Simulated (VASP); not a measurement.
# Yb (P6_3/mmc) in VASP: single point with LDA

Aim: the single point of Yb with LDA.

All numbers are computed with VASP 6.6.1; they aren't measurements. Logs are shortened: lines on timing, memory, paths and dates and some standing lists are left out, and cuts for length are marked.

## Step 1: The cell of the first run

The structure is hexagonal, space group P6_3/mmc (No. 194). Conventional cell: a = 3.880 Å, b = 3.880 Å, c = 6.386 Å, α = 90.00°, β = 90.00°, γ = 120.00°. Within 5.1 Å of Yb (site symmetry -6m2) lie 12 Yb at 3.88 to 3.90 Å.

This isn't the form of Yb at room conditions, which is fcc.

## Step 2: Single point, LDA

The input, INCAR:

```
SYSTEM = Yb
PREC = Accurate
ENCUT = 520
EDIFF = 1E-7
ISMEAR = 1
SIGMA = 0.1
LREAL = .False.
LASPH = .True.
NELM = 80
ALGO = Normal
ISIF = 2
LWAVE = .False.
LCHARG = .False.
GGA = CA
NBANDS = 31
```

The input, KPOINTS:

```
Automatic mesh
0
Gamma
  8 8 5
  0 0 0
```

The input, POSCAR:

```
Yb
1.0
    3.8799000000      0.0000000000      0.0000000000
   -1.9399500000      3.3600919600      0.0000000000
    0.0000000000      0.0000000000      6.3859000000
Yb
2
Direct
    0.3333333300      0.6666666700      0.2500000000
    0.6666666700      0.3333333300      0.7500000000
```

Potentials or basis: VASP PAW PBE potentials, release 64 (Yb).

The run is started by

```
$ cat potpaw_PBE.64/Yb/POTCAR > POTCAR
$ mpirun -np 1 vasp_std > vasp.out
```

OUTCAR:

```text
SYSTEM = Yb
   PREC = Accurate
   ENCUT = 520
   EDIFF = 1E-7
   ISMEAR = 1
   LREAL = .False.
   LASPH = .True.
   NELM = 80
   ISIF = 2
   GGA = CA

 ion  position               nearest neighbor table
   1  0.333  0.667  0.250-
   2  0.667  0.333  0.750-

  LATTYP: Found a hexagonal cell.
 ALAT       =     3.8799000000
 C/A-ratio  =     1.6458929354

  Lattice vectors:

 A1 = (   3.8799000000,   0.0000000000,   0.0000000000)
 A2 = (  -1.9399500000,   3.3600919600,   0.0000000000)
 A3 = (   0.0000000000,   0.0000000000,   6.3859000000)

Analysis of symmetry for initial positions (statically):
=====================================================================
 Subroutine PRICEL returns:
 Original cell was already a primitive cell.

 Routine SETGRP: Setting up the symmetry group for a
 hexagonal supercell.

 Subroutine GETGRP returns: Found 24 space group operations
 (whereof 12 operations were pure point group operations)
 out of a pool of 24 trial point group operations.

The static configuration has the point symmetry D_3d.
 The point group associated with its full space group is D_6h.

Analysis of symmetry for dynamics (positions and initial velocities):
=====================================================================
 Subroutine PRICEL returns:
 Original cell was already a primitive cell.

 Routine SETGRP: Setting up the symmetry group for a
 hexagonal supercell.

 Subroutine GETGRP returns: Found 24 space group operations
 (whereof 12 operations were pure point group operations)
 out of a pool of 24 trial point group operations.

The dynamic configuration has the point symmetry D_3d.
 The point group associated with its full space group is D_6h.

 Subroutine INISYM returns: Found 24 space group operations
 (whereof 12 operations are pure point group operations),
 and found     1 'primitive' translations

----------------------------------------------------------------------------------------

                                     Primitive cell

  volume of cell :      83.2518

  direct lattice vectors                    reciprocal lattice vectors
     3.879900000  0.000000000  0.000000000     0.257738602  0.148805451  0.000000000
    -1.939950000  3.360091960  0.000000000     0.000000000  0.297610902  0.000000000
     0.000000000  0.000000000  6.385900000     0.000000000  0.000000000  0.156594998

[... 73 lines left out ...]
 SYSTEM =  Yb
   PREC   = accura    normal or accurate (medium, high low for compatibility)
   ISTART =      0    job   : 0-new  1-cont  2-samecut
   ICHARG =      2    charge: 1-file 2-atom 10-const
   ISPIN  =      1    spin polarized calculation?
   LNONCOLLINEAR =      F non collinear calculations
   LSORBIT =      F    spin-orbit coupling
   LASPH  =      T    aspherical Exc in radial PAW
   ENCUT  =  520.0 eV  38.22 Ry    6.18 a.u.   7.21  7.21 11.87*2*pi/ulx,y,z
   NELM   =     80;   NELMIN=  2; NELMDL= -5     # of ELM steps
   EDIFF  = 0.1E-06   stopping-criterion for ELM
   LREAL  =      F    real-space projection
   EDIFFG = 0.1E-05   stopping-criterion for IOM
   NSW    =      0    number of steps for IOM
   IBRION =     -1    ionic relax: 0-MD 1-quasi-New 2-CG
   NFREE  =      0    steps in history (QN), initial steepest desc. (CG)
   ISIF   =      2    stress and relaxation
   ISYM   =      2    0-nonsym 1-usesym 2-fastsym
   POTIM  = 0.5000    time-step for ionic-motion
   TEBEG  =    0.0;   TEEND  =   0.0 temperature during run
   PSTRESS=    0.0 pullay stress
   NELECT =      48.0000    total number of electrons
   NUPDOWN=      -1.0000    fix difference up-down
   EMIN   =  10.00;   EMAX   =-10.00  energy-range for DOS
   EFERMI =   0.00;   METHOD = LEGACY
   ISMEAR =     1;   SIGMA  =   0.10  broadening in eV -4-tet -1-fermi 0-gaus
   EFERMI_NEDOS =   21; number of points for ismear=-14 and -15
   IALGO  =     38    algorithm
   IMIX   =      4    mixing-type and parameters
     AMIX     =   0.40;   BMIX     =  1.00
     AMIX_MAG =   1.60;   BMIX_MAG =  1.00
  volume/ion in A,a.u.               =      41.63       280.91
  Fermi-wavevector in a.u.,A,eV,Ry     =   1.362565  2.574875 25.260359  1.856584
  Thomas-Fermi vector in A             =   2.489044
   LORBIT       =      0    0 simple, 1 ext, 2 COOP (PROOUT), +10 PAW based schemes
   GGA     = CA    functional components
   LHFCALC =     F    Hartree Fock is set to
   AEXX    =    0.0000 exact exchange contribution
   IVDW    =     0    specifies the selected vdW correction
   LEPSILON=     F    determine dielectric tensor
   LRPA    =     F    only Hartree local field effects (RPA)
 non-spin polarized calculation
 Methfessel and Paxton  Order N= 1 SIGMA  =   0.10
  energy-cutoff  :      520.00
  volume of cell :       83.25
 maximum number of plane-waves:      2254
 NGX is ok and might be reduce to    30
   NGX = 15   NGY = 15   NGZ = 23

 number of electron      48.0000033 magnetization

 Free energy of the ion-electron system (eV)
  ---------------------------------------------------
  ext. energy  EPLUGINS =         0.00000000
  ---------------------------------------------------
  free energy    TOTEN  =        -7.89958269 eV

  energy without entropy =       -7.89868730  energy(sigma->0) =       -7.89928423

 E-fermi :   0.8839     XC(G=0):  -9.1112

 val. band max:        0.8733270180   @ k =   0.3750   0.0000   0.0000
 cond. band min:       0.8842989669   @ k =   0.2500   0.1250   0.0000
 fundamental gap:      0.0109719489
 Fermi energy:         0.8838871971

 k-point     1 :       0.0000    0.0000    0.0000
  band No.  band energies     occupation
      1     -50.6659      2.00000
      2     -50.6578      2.00000
      3     -23.3257      2.00000
      4     -23.1458      2.00000
      5     -23.1458      2.00000
      6     -23.1197      2.00000
[... 805 lines left out ...]
     30       4.6759      0.00000
     31       5.4006      0.00000

 [... further k-points ...]
[... 5 lines left out ...]
  --------------------------------------------------------------------------------------
  -------------------------------------------------------------------------------------
  Total       -5.1457089     -5.1457089     -4.7982278      0.0000000     -0.0000000      0.0000000
  in kB      -99.0289081    -99.0289079    -92.3416513      0.0000000     -0.0000000      0.0000000
  external PRESSURE =     -96.7998224 kB  Pullay stress =       0.0000000 kB

 VOLUME and BASIS-vectors are now :
 -----------------------------------------------------------------------------
  energy-cutoff  :      520.00
  volume of cell :       83.25
      direct lattice vectors                 reciprocal lattice vectors
     3.879900000  0.000000000  0.000000000     0.257738602  0.148805451  0.000000000
    -1.939950000  3.360091960  0.000000000     0.000000000  0.297610902  0.000000000
     0.000000000  0.000000000  6.385900000     0.000000000  0.000000000  0.156594998

 POSITION                                       TOTAL-FORCE (eV/Angst)
 -----------------------------------------------------------------------------------
     -0.00000      2.24006      1.59648        -0.000000      0.000000      0.000000
      1.93995      1.12003      4.78943         0.000000     -0.000000      0.000000
 -----------------------------------------------------------------------------------
    total drift:                               -0.000022      0.000013     -0.000000

  FREE ENERGIE OF THE ION-ELECTRON SYSTEM (eV)
  ---------------------------------------------------
  free  energy   TOTEN  =        -7.8995826912 eV

  energy  without entropy=       -7.8986872989  energy(sigma->0) =       -7.89928423
```

Wall time 8.5 min (1 thread of Intel Xeon 8259CL, shared host); peak memory 0.22 GiB.

Results:

```yaml
Free_energy: -7.8996 eV
Pressure: -9.7 GPa
Band_gap_on_the_k_mesh: zero (bands 24 and 25 overlap by 0.18 eV)
```

Stress tensor (GPa, compression positive):
```
-9.90  0.00  0.00
 0.00 -9.90  0.00
 0.00  0.00 -9.23
```

Caveat: the cell stands under tension; the PAW data sets were made with another functional, which shifts forces and pressure a little; spin-orbit coupling is left out, which moves the levels of the heavy elements.
